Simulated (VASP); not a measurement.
Wanted: the native input for a VASP 6.6.1 run.

```yaml
Task: single point
Functional: PBE
Potentials_or_basis: VASP PAW PBE potentials, release 64 (C)
Cutoff: 520 eV
k_mesh: 61 × 61 × 61
Occupations: fermi-dirac, width 0.0612256 eV
Spin: no spin polarisation
Dipole_correction: no
Further_INCAR_settings: ALGO = Normal; EDIFF = 1e-06; NBANDS = 8
```

The structure of C lies in POSCAR:

```
C
1.0
    1.7999441135      0.0000000000      0.0000000000
    0.0000000000      1.7999441135      0.0000000000
    0.0000000000      0.0000000000      1.7999441135
C
1
Direct
    0.0000000000      0.0000000000      0.0000000000
```

One way to write it, as run:

INCAR

```
PREC     = Accurate       # precision mode
ENCUT    = 520            # plane-wave cutoff, eV
EDIFF    = 1E-6           # SCF threshold, eV
ISMEAR   = -1             # smearing method
SIGMA    = 0.06122561905347299 # smearing width, eV
LREAL    = False          # projectors in reciprocal space
LASPH    = True           # aspherical terms in the spheres
NELM     = 100            # most SCF steps
ALGO     = Normal         # electronic algorithm
ISIF     = 2              # what is computed and relaxed
LWAVE    = False          # write WAVECAR
LCHARG   = False          # write CHGCAR
GGA      = PE             # functional
NBANDS   = 8              # bands
```

KPOINTS

```
regular mesh
0
Gamma
  61 61 61
```

Potentials or basis: VASP PAW PBE potentials, release 64 (C).

The run is started by

```sh
$ cat potpaw_PBE.64/C/POTCAR > POTCAR
$ mpirun -np 1 vasp_std > vasp.out
```

It gave:

- Pressure: -12.8 GPa
- Band gap on the k mesh: zero (bands 2 and 3 overlap by 11.96 eV)

Caveat: the cell stands under tension.

Run time: 81 s on 1 thread of Intel(R) Xeon(R) Platinum 8259CL CPU @ 2.50GHz (Skylake/Cascade Lake), on a shared host, peak memory 0.31 GiB.
